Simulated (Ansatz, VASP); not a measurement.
## One calculation of GaN, two programs

Contents of INCAR:

```
PREC = Accurate
ENCUT = 520
EDIFF = 1E-7
ISMEAR = 0
SIGMA = 0.05
LREAL = False
LASPH = True
NELM = 60
ALGO = Normal
ISIF = 2
LWAVE = False
LCHARG = True
GGA = PS
LELF = True
LVHAR = True
NBANDS = 26
```

Contents of KPOINTS:

```
Automatic mesh
0
Gamma
  8 8 6
```

The input POSCAR:

```
GaN
1.0
    0.0000000000     -2.2490913701     -2.1591277153
    0.0000000000      2.2490913701     -2.1591277153
    4.3182554305      0.0000000000      0.0000000000
Ga N
2 2
Direct
    0.4992186320      0.4992186320      0.5000000000
    0.0007813680      0.0007813680      0.0000000000
    0.0064470480      0.4935529520      0.2500000000
    0.4935529520      0.0064470480      0.7500000000
```

Input for Ansatz:

```yaml
crystal:
  lattice:
    - [0.0, -2.2490913701, -2.1591277153]
    - [0.0, 2.2490913701, -2.1591277153]
    - [4.3182554305, 0.0, 0.0]
  atoms:
    - { symbol: Ga, position: [0.499218632, 0.499218632, 0.5] }
    - { symbol: Ga, position: [0.000781368, 0.000781368, 0.0] }
    - { symbol: "N", position: [0.006447048, 0.493552952, 0.25] }
    - { symbol: "N", position: [0.493552952, 0.006447048, 0.75] }
basis:
  ecutwfc: 520.0
kpoints:
  mp_grid: { grid: [8, 8, 6] }
hamiltonian:
  xc: pbesol
  pseudopotentials: { kind: paw, azcp: { folder: soft_1 } }
scf:
  occupations: { method: gaussian, width: 0.05 }
output:
  forces: true
  stress: true
  eigenvalues: true
  write_density: true
  write_potential: true
  elf: true
  volumetric_format: npy
```

Change from the starting cell: mode 11 frozen in at -0.029 Å, equal normal strain along x and y -0.0400.

Alike in both runs: task single point; functional PBEsol; k mesh 8 × 8 × 6; occupations gaussian, width 0.05 eV; no spin polarisation.

|  | VASP | Ansatz |
| --- | --- | --- |
| version | VASP 6.6.1 | Ansatz 0.2.0 |
| potentials or method | VASP PAW PBE potentials, release 64 (Ga_d, N), cutoff 520 eV | scalar-relativistic, plane waves, PAW |
| valence electrons in the cell | 36 | 36 |

VASP gave:

* gap on the k mesh at the Fermi level (eV): 2.16
* least direct gap on the mesh (eV): 2.16
* pressure (GPa): 18.1
* traceless stress, the component that is largest in VASP (GPa): -3.62
* rms of the force components (eV/Å): 0.336

**Question.** Estimate Ansatz's values.

**Answer.** gap on the k mesh at the Fermi level (eV): 2.14; least direct gap on the mesh (eV): 2.14; pressure (GPa): 18.4; traceless stress, the component that is largest in VASP (GPa): -3.58; rms of the force components (eV/Å): 0.340.

VASP's potentials were made for PBE, not for PBEsol, and Ansatz warns of the same on its side. Atom by atom the forces differ by 0.004 eV/Å (rms over components). With one functional, cell and mesh, what is left measures potentials, basis and numerics.
